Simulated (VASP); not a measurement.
# AlN (Cm) in VASP: notebook

Runs on AlN. Level: PBEsol. Tasks: single point.

Everything below comes from runs of VASP 6.6.1. Logs are shortened: lines on timing, memory, paths and dates and some standing lists are left out, and cuts for length are marked.

## (1) The cell of the first run

The structure is monoclinic, space group Cm (No. 8). The conventional cell has a = 6.190 Å, b = 6.190 Å, c = 4.377 Å, α = 90.00°, β = 90.00°, γ = 90.00°. Within 1.5 Å of Al (site symmetry m) lie 1 N at 1.14 Å. Within 2.5 Å of Al (site symmetry 1) lie 4 N at 1.90 Å and 1 Al at 2.43 Å. Al (site symmetry m) has 4 N at 1.90 Å within 2.5 Å. N (site symmetry m) has 1 Al at 1.14 Å within 1.5 Å. Within 2.5 Å of N (site symmetry 1) lie 4 Al at 1.90 to 2.37 Å. N (site symmetry m) has 4 Al at 1.90 to 2.10 Å within 2.5 Å.

## (2) Single point, PBEsol (atom 1 (Al) moved by -0.504 Å along [1 1 0] and +0.630 Å along [0 0 1])

INCAR reads:

```
SYSTEM = AlN
PREC = Accurate
ENCUT = 520
EDIFF = 1E-7
ISMEAR = 0
SIGMA = 0.05
LREAL = .False.
LASPH = .True.
NELM = 80
ALGO = Normal
ISIF = 2
LWAVE = .False.
LCHARG = .False.
GGA = PS
NBANDS = 26
```

KPOINTS reads:

```
regular mesh
0
Gamma
  6 6 6
  0 0 0
```

POSCAR reads:

```
AlN
1.0
    4.3771405283      0.0000000000      0.0000000000
    0.0000000000     -4.3771405283      0.0000000000
    0.0000000000      0.0000000000     -4.3771405283
Al N
4 4
Direct
   -0.0814188659     -0.1439295805     -0.0814188659
    0.5000000000      0.5000000000      0.0000000000
    0.5000000000      0.0000000000      0.5000000000
    0.0000000000      0.5000000000      0.5000000000
    0.7500000000      0.7500000000      0.7500000000
    0.2500000000      0.2500000000      0.7500000000
    0.2500000000      0.7500000000      0.2500000000
    0.7500000000      0.2500000000      0.2500000000
```

Potentials or basis: VASP PAW PBE potentials, release 64 (Al, N).

Command:

```sh
cat potpaw_PBE.64/Al/POTCAR potpaw_PBE.64/N/POTCAR > POTCAR
mpirun -np 1 vasp_std > vasp.out
```

OUTCAR:

```text
SYSTEM = AlN
   PREC = Accurate
   ENCUT = 520
   EDIFF = 1E-7
   ISMEAR = 0
   LREAL = .False.
   LASPH = .True.
   NELM = 80
   ISIF = 2
   GGA = PS

 ion  position               nearest neighbor table
   1  0.919  0.856  0.919-   5 1.14   7 2.10   6 2.37   8 2.37   2 2.43   4 2.43   3 2.67   4 3.01
                             2 3.01   3 3.20   3 3.20
   2  0.500  0.500  0.000-   5 1.90   6 1.90   7 1.90   8 1.90   1 2.43   1 3.01   4 3.10   3 3.10
                             4 3.10   3 3.10   3 3.10   3 3.10   4 3.10   4 3.10
   3  0.500  0.000  0.500-   5 1.90   6 1.90   7 1.90   8 1.90   1 2.67   2 3.10   4 3.10   2 3.10
                             2 3.10   4 3.10   2 3.10   4 3.10   4 3.10   1 3.20   1 3.20
   4  0.000  0.500  0.500-   5 1.90   6 1.90   7 1.90   8 1.90   1 2.43   1 3.01   3 3.10   2 3.10
                             2 3.10   3 3.10   2 3.10   3 3.10   2 3.10   3 3.10
   5  0.750  0.750  0.750-   1 1.14   2 1.90   3 1.90   4 1.90
   6  0.250  0.250  0.750-   2 1.90   3 1.90   4 1.90   1 2.37
   7  0.250  0.750  0.250-   2 1.90   3 1.90   4 1.90   1 2.10
   8  0.750  0.250  0.250-   2 1.90   3 1.90   4 1.90   1 2.37

 -----------------------------------------------------------------------------
|                                                                             |
|           W    W    AA    RRRRR   N    N  II  N    N   GGGG   !!!           |
|           W    W   A  A   R    R  NN   N  II  NN   N  G    G  !!!           |
|           W    W  A    A  R    R  N N  N  II  N N  N  G       !!!           |
|           W WW W  AAAAAA  RRRRR   N  N N  II  N  N N  G  GGG   !            |
|           WW  WW  A    A  R   R   N   NN  II  N   NN  G    G                |
|           W    W  A    A  R    R  N    N  II  N    N   GGGG   !!!           |
|                                                                             |
|     The distance between some ions is very small. Please check the          |
|     nearest-neighbor list in the OUTCAR file.                               |
|     I HOPE YOU KNOW WHAT YOU ARE DOING!                                     |
|                                                                             |
 -----------------------------------------------------------------------------

  LATTYP: Found a simple cubic cell.
 ALAT       =     4.3771405283

  Lattice vectors:

 A1 = (   4.3771405283,   0.0000000000,   0.0000000000)
 A2 = (   0.0000000000,  -4.3771405283,   0.0000000000)
 A3 = (   0.0000000000,   0.0000000000,  -4.3771405283)

Analysis of symmetry for initial positions (statically):
=====================================================================
 Subroutine PRICEL returns:
 Original cell was already a primitive cell.

 Routine SETGRP: Setting up the symmetry group for a
 simple cubic supercell.

 Subroutine GETGRP returns: Found  2 space group operations
 (whereof  2 operations were pure point group operations)
 out of a pool of 48 trial point group operations.

The static configuration has the point symmetry C_1h.

Analysis of symmetry for dynamics (positions and initial velocities):
=====================================================================
 Subroutine PRICEL returns:
 Original cell was already a primitive cell.

 Routine SETGRP: Setting up the symmetry group for a
 simple cubic supercell.

 Subroutine GETGRP returns: Found  2 space group operations
 (whereof  2 operations were pure point group operations)
 out of a pool of 48 trial point group operations.

The dynamic configuration has the point symmetry C_1h.

 Subroutine INISYM returns: Found  2 space group operations
 (whereof  2 operations are pure point group operations),
 and found     1 'primitive' translations

----------------------------------------------------------------------------------------

                                     Primitive cell

  volume of cell :      83.8632

  direct lattice vectors                    reciprocal lattice vectors
     4.377140528  0.000000000  0.000000000     0.228459652  0.000000000  0.000000000
     0.000000000 -4.377140528  0.000000000     0.000000000 -0.228459652  0.000000000
     0.000000000  0.000000000 -4.377140528     0.000000000  0.000000000 -0.228459652

  length of vectors
     4.377140528  4.377140528  4.377140528     0.228459652  0.228459652  0.228459652

  position of ions in fractional coordinates (direct lattice)
     0.918581134  0.856070420  0.918581134
     0.500000000  0.500000000  0.000000000
     0.500000000  0.000000000  0.500000000
     0.000000000  0.500000000  0.500000000
     0.750000000  0.750000000  0.750000000
[... 28 lines left out ...]
     0.000000000  0.000000000 -0.038076609     0.000000000  0.000000000  0.166666667

  Length of vectors
     0.038076609  0.038076609  0.038076609

  Shift w.r.t. Gamma in fractional coordinates (k-lattice)
     0.000000000  0.000000000  0.000000000

 Subroutine IBZKPT returns following result:
 ===========================================

 Found     68 irreducible k-points:

 Following reciprocal coordinates:
            Coordinates               Weight
  0.000000  0.000000  0.000000      1.000000
  0.166667  0.000000  0.000000      4.000000
  0.000000  0.166667  0.000000      2.000000
  0.333333  0.000000  0.000000      4.000000
  0.000000  0.333333  0.000000      2.000000
  0.500000  0.000000  0.000000      2.000000
[... 16 lines left out ...]
 -0.333333  0.333333  0.000000      4.000000
 -0.333333  0.000000  0.333333      2.000000
 [... further k-points ...]
   k-points           NKPTS =     68   k-points in BZ     NKDIM =     68   number of bands    NBANDS=     26
   number of dos      NEDOS =    301   number of ions     NIONS =      8
   total plane-waves  NPLWV =  46656
   dimension x,y,z NGX =    36 NGY =   36 NGZ =   36
   dimension x,y,z NGXF=    72 NGYF=   72 NGZF=   72
   ions per type =               4   4
   NGX,Y,Z   is equivalent  to a cutoff of  13.67, 13.67, 13.67 a.u.
   NGXF,Y,Z  is equivalent  to a cutoff of  27.35, 27.35, 27.35 a.u.
 SYSTEM =  AlN
   PREC   = accura    normal or accurate (medium, high low for compatibility)
   ISTART =      0    job   : 0-new  1-cont  2-samecut
   ICHARG =      2    charge: 1-file 2-atom 10-const
   ISPIN  =      1    spin polarized calculation?
   LNONCOLLINEAR =      F non collinear calculations
   LSORBIT =      F    spin-orbit coupling
   LASPH  =      T    aspherical Exc in radial PAW
   ENCUT  =  520.0 eV  38.22 Ry    6.18 a.u.   8.14  8.14  8.14*2*pi/ulx,y,z
   NELM   =     80;   NELMIN=  2; NELMDL= -5     # of ELM steps
   EDIFF  = 0.1E-06   stopping-criterion for ELM
   LREAL  =      F    real-space projection
   EDIFFG = 0.1E-05   stopping-criterion for IOM
   NSW    =      0    number of steps for IOM
   IBRION =     -1    ionic relax: 0-MD 1-quasi-New 2-CG
   NFREE  =      0    steps in history (QN), initial steepest desc. (CG)
   ISIF   =      2    stress and relaxation
   ISYM   =      2    0-nonsym 1-usesym 2-fastsym
   POTIM  = 0.5000    time-step for ionic-motion
   TEBEG  =    0.0;   TEEND  =   0.0 temperature during run
   PSTRESS=    0.0 pullay stress
   NELECT =      32.0000    total number of electrons
   NUPDOWN=      -1.0000    fix difference up-down
   EMIN   =  10.00;   EMAX   =-10.00  energy-range for DOS
   EFERMI =   0.00;   METHOD = LEGACY
   ISMEAR =     0;   SIGMA  =   0.05  broadening in eV -4-tet -1-fermi 0-gaus
   EFERMI_NEDOS =   21; number of points for ismear=-14 and -15
   IALGO  =     38    algorithm
   IMIX   =      4    mixing-type and parameters
     AMIX     =   0.40;   BMIX     =  1.00
     AMIX_MAG =   1.60;   BMIX_MAG =  1.00
  volume/ion in A,a.u.               =      10.48        70.74
  Fermi-wavevector in a.u.,A,eV,Ry     =   1.187411  2.243881 19.183459  1.409944
  Thomas-Fermi vector in A             =   2.323563
   LORBIT       =      0    0 simple, 1 ext, 2 COOP (PROOUT), +10 PAW based schemes
   GGA     = PS    functional components
   LHFCALC =     F    Hartree Fock is set to
   AEXX    =    0.0000 exact exchange contribution
   IVDW    =     0    specifies the selected vdW correction
   LEPSILON=     F    determine dielectric tensor
   LRPA    =     F    only Hartree local field effects (RPA)
 non-spin polarized calculation
 Gauss-broadening in eV      SIGMA  =   0.05
  energy-cutoff  :      520.00
  volume of cell :       83.86
 maximum number of plane-waves:      2301
 NGX is ok and might be reduce to    36
   NGX = 17   NGY = 17   NGZ = 17

 number of electron      31.9999992 magnetization

 Free energy of the ion-electron system (eV)
  ---------------------------------------------------
  ext. energy  EPLUGINS =         0.00000000
  ---------------------------------------------------
  free energy    TOTEN  =       -43.98742034 eV

  energy without entropy =      -43.98742034  energy(sigma->0) =      -43.98742034

 E-fermi :   7.1405     XC(G=0): -11.0535

 val. band max:        6.8519788498   @ k =   0.5000   0.5000   0.5000
 cond. band min:       7.8490751330   @ k =   0.0000   0.0000   0.0000
 fundamental gap:      0.9970962832
 Fermi energy:         7.1405015131

 k-point     1 :       0.0000    0.0000    0.0000
  band No.  band energies     occupation
      1      -9.8377      2.00000
      2      -7.2222      2.00000
      3      -5.9333      2.00000
      4      -5.6256      2.00000
      5      -0.4959      2.00000
      6      -0.4191      2.00000
[... 685 lines left out ...]
     25      16.6975      0.00000
     26      16.7580      0.00000

 [... further k-points ...]

------------------------ aborting loop because EDIFF is reached ----------------------------------------

  FORCE on cell =-STRESS in cart. coord.  units (eV):
  Direction    XX          YY          ZZ          XY          YZ          ZX
  --------------------------------------------------------------------------------------
  -------------------------------------------------------------------------------------
  Total       34.8134006     10.6045500     34.8134006    -22.6198967     22.6198960    -34.0163819
  in kB      665.0978754    202.5962295    665.0978754   -432.1452371    432.1452226   -649.8711114
  external PRESSURE =     510.9306601 kB  Pullay stress =       0.0000000 kB

 VOLUME and BASIS-vectors are now :
 -----------------------------------------------------------------------------
  energy-cutoff  :      520.00
  volume of cell :       83.86
      direct lattice vectors                 reciprocal lattice vectors
     4.377140528  0.000000000  0.000000000     0.228459652  0.000000000  0.000000000
     0.000000000 -4.377140528  0.000000000     0.000000000 -0.228459652  0.000000000
     0.000000000  0.000000000 -4.377140528     0.000000000  0.000000000 -0.228459652

 POSITION                                       TOTAL-FORCE (eV/Angst)
 -----------------------------------------------------------------------------------
      4.02076     -3.74714     -4.02076        51.910233    -35.950319    -51.910233
      2.18857     -2.18857      0.00000        -2.089489      2.768176     -0.846757
      2.18857      0.00000     -2.18857        -1.358984     -1.447888      1.358984
      0.00000     -2.18857     -2.18857         0.846757      2.768176      2.089489
      3.28286     -3.28286     -3.28286       -47.683980     30.558808     47.683980
      1.09429     -1.09429     -3.28286        -0.470079      0.429984      0.206003
      1.09429     -3.28286     -1.09429        -0.948456      0.443078      0.948456
      3.28286     -1.09429     -1.09429        -0.206003      0.429984      0.470079
 -----------------------------------------------------------------------------------
    total drift:                               -0.000212      0.000156      0.000212

  FREE ENERGIE OF THE ION-ELECTRON SYSTEM (eV)
  ---------------------------------------------------
  free  energy   TOTEN  =       -43.9874203355 eV

  energy  without entropy=      -43.9874203355  energy(sigma->0) =      -43.98742034
```

Wall time 3.1 min (1 thread of Intel Xeon 8259CL, shared host); peak memory 0.27 GiB.

What came out:

| Quantity | Value |
| --- | --- |
| Free energy | -43.9874 eV |
| Pressure | 51.1 GPa |
| Largest force | 81.742 eV/Å |
| Band gap on the k mesh | 1.00 eV (least direct gap 1.21 eV) |

Forces on the atoms (eV/Å):
```
Al   51.910 -35.950 -51.910
Al   -2.089   2.768  -0.847
Al   -1.359  -1.448   1.359
Al    0.847   2.768   2.089
N   -47.684  30.559  47.684
N    -0.470   0.430   0.206
N    -0.948   0.443   0.948
N    -0.206   0.430   0.470
```

Caveat: the cell differs from its parent crystal (atom 1 (Al) moved by -0.504 Å along [1 1 0] and +0.630 Å along [0 0 1]); atoms lie so close that the PAW spheres overlap strongly, which falsifies energies and pressures; the cell stands under pressure; the PAW data sets were made with another functional, which shifts forces and pressure a little. A k mesh can miss the band edges.

## (3) Single point, PBEsol (atom 1 (Al) moved by -0.126 Å along [1 1 0] and +0.504 Å along [0 0 1])

INCAR reads:

```
ALGO = Normal ; EDIFF = 1E-6
ENCUT = 520 ; GGA = PS
ISIF = 2 ; ISMEAR = 0
LASPH = True ; LCHARG = False
LREAL = False ; LWAVE = False
NBANDS = 26 ; NELM = 60
PREC = Accurate ; SIGMA = 0.05
```

KPOINTS reads:

```
k-points
0
Gamma
  6 6 6
```

Edit POSCAR of step 2 so:

```diff
@@ -8,3 +8,3 @@
 Direct
-   -0.0814188659     -0.1439295805     -0.0814188659
+   -0.0203547165     -0.1151436644     -0.0203547165
     0.5000000000      0.5000000000      0.0000000000
```

Potentials or basis: VASP PAW PBE potentials, release 64 (Al, N).

Command:

```sh
cat potpaw_PBE.64/Al/POTCAR potpaw_PBE.64/N/POTCAR > POTCAR
mpirun -np 1 vasp_std > vasp.out
```

It took 2.3 min on 1 thread of Intel Xeon 8259CL, shared host; peak memory 0.26 GiB.

The run converged. Its results:

| Item | Value |
| --- | --- |
| Free energy | -59.4830 eV |
| Pressure | 10.0 GPa |
| Largest force | 13.359 eV/Å |
| Band gap on the k mesh | 1.27 eV (least direct gap 1.36 eV) |

Forces in eV/Å, atoms in the order of the input:
```
Al   6.498 -9.695 -6.498
Al  -0.498  2.244 -0.245
Al  -0.349 -1.441  0.349
Al   0.245  2.244  0.498
N   -6.415  4.340  6.415
N   -0.319  0.633 -0.103
N    0.735  1.041 -0.735
N    0.103  0.633  0.319
```

Stress tensor (GPa, compression positive):
```
 15.81  -6.08 -14.18
 -6.08  -1.65   6.08
-14.18   6.08  15.81
```

Levels at points of the mesh, in eV from the valence-band top:
| k point | band 14 | band 15 | band 16 | band 17 | band 18 | band 19 |
| --- | --- | --- | --- | --- | --- | --- |
| (0.00, 0.00, 0.00) | -0.72 | -0.62 | -0.09 | 1.27 | 1.71 | 3.29 |
| (0.50, 0.00, 0.00) | -1.61 | -1.47 | -1.22 | 3.73 | 4.10 | 5.78 |
| (0.00, 0.50, 0.00) | -2.59 | -1.09 | -0.58 | 4.19 | 4.33 | 5.63 |
| (0.50, 0.50, 0.00) | -1.39 | -1.08 | -0.69 | 5.70 | 5.79 | 7.27 |
| (0.50, 0.00, 0.50) | -2.19 | -0.69 | -0.10 | 5.45 | 5.99 | 7.25 |
| (0.50, 0.50, 0.50) | -0.81 | -0.63 | 0.00 | 5.40 | 6.07 | 6.32 |

Caveat: the cell differs from its parent crystal (atom 1 (Al) moved by -0.126 Å along [1 1 0] and +0.504 Å along [0 0 1]); the cell stands under pressure; the PAW data sets were made with another functional, which shifts forces and pressure a little. A k mesh can miss the band edges.
